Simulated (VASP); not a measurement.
WC (NiAs type): single point with PBE

WC (NiAs type):

```xyz
4
Lattice="2.7599 0.0000 0.0000 -1.3800 2.3901 0.0000 0.0000 0.0000 5.5400" Properties=species:S:1:pos:R:3 pbc="T T T"
W     0.0000    0.0000    0.0000
W     0.0000    0.0000    2.7700
C     0.0000    1.5934    1.3850
C     1.3800    0.7967    4.1550
```

* Program: VASP 6.6.1
* Task: single point
* Functional: PBE
* Potentials or basis: VASP PAW PBE potentials, release 64 (W_sv, C)
* Cutoff: 520 eV
* k mesh: 11 × 11 × 6
* Occupations: fermi-dirac, width 0.08 eV
* Spin: no spin polarisation

```yaml
Pressure: 78.0 GPa
Band_gap_on_the_k_mesh: zero (bands 18 and 19 overlap by 0.72 eV)
```

Stress tensor (GPa, compression positive):
```
77.96  0.00  0.00
 0.00 77.96  0.00
 0.00  0.00 78.10
```

Levels at points of the mesh, in eV from the Fermi level:
```csv
k point,band 14,band 15,band 16,band 17,band 18,band 19,band 20,band 21,band 22,band 23
"(0.00, 0.00, 0.00)",-4.45,-1.05,-1.00,-1.00,0.00,0.00,1.11,1.11,3.75,3.75
"(0.00, 0.00, 0.50)",-3.27,-3.27,-3.27,0.35,0.35,0.96,0.96,0.96,0.96,6.10
```

Wall time 69 s on 1 thread of Intel Xeon 8259CL, on a shared host, peak memory 0.2 GiB.

Caveat: the cell stands under pressure; spin-orbit coupling is left out, which moves the levels of the heavy elements.
